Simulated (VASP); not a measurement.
Here is a VASP 6.6.1 calculation.

File INCAR:

```
SYSTEM = SiC5
PREC = Accurate
ENCUT = 520
EDIFF = 1E-6
ISMEAR = 0
SIGMA = 0.1
LREAL = .False.
LASPH = .True.
NELM = 60
ALGO = Normal
ISIF = 2
LWAVE = .False.
LCHARG = .True.
GGA = PE
LELF = .True.
LVHAR = .True.
NBANDS = 21
```

KPOINTS

```
regular mesh
0
Gamma
  6 6 6
  0 0 0
```

Contents of POSCAR:

```
SiC5
1.0
    2.5066478000      1.4472137800      4.4839137200
   -2.5066478000      1.4472137800      4.4839137200
    0.0000000000     -2.8944275700      4.4839137200
Si C
1 5
Direct
    0.0000000000      0.0000000000      0.0000000000
    0.1245954700      0.5000000000      0.8754045300
    0.8754045300      0.1245954700      0.5000000000
    0.5000000000      0.8754045300      0.1245954700
    0.3448401700      0.3448401700      0.3448401700
    0.6551598300      0.6551598300      0.6551598300
```

Potentials or basis: VASP PAW PBE potentials, release 64 (Si, C).

The run is started by

```console
$ cat potpaw_PBE.64/Si/POTCAR potpaw_PBE.64/C/POTCAR > POTCAR
$ mpirun -np 1 vasp_std > vasp.out
```

What does it give for the pressure?

-25.7 GPa.

Predict the band gap on the k mesh.

zero (bands 12 and 13 overlap by 0.97 eV).

Estimate the largest force.

0.300 eV/Å.

Stress tensor (GPa, compression positive):
```
-25.08   0.00   0.00
  0.00 -25.08   0.00
  0.00   0.00 -26.93
```

Caveat: the cell stands under tension.
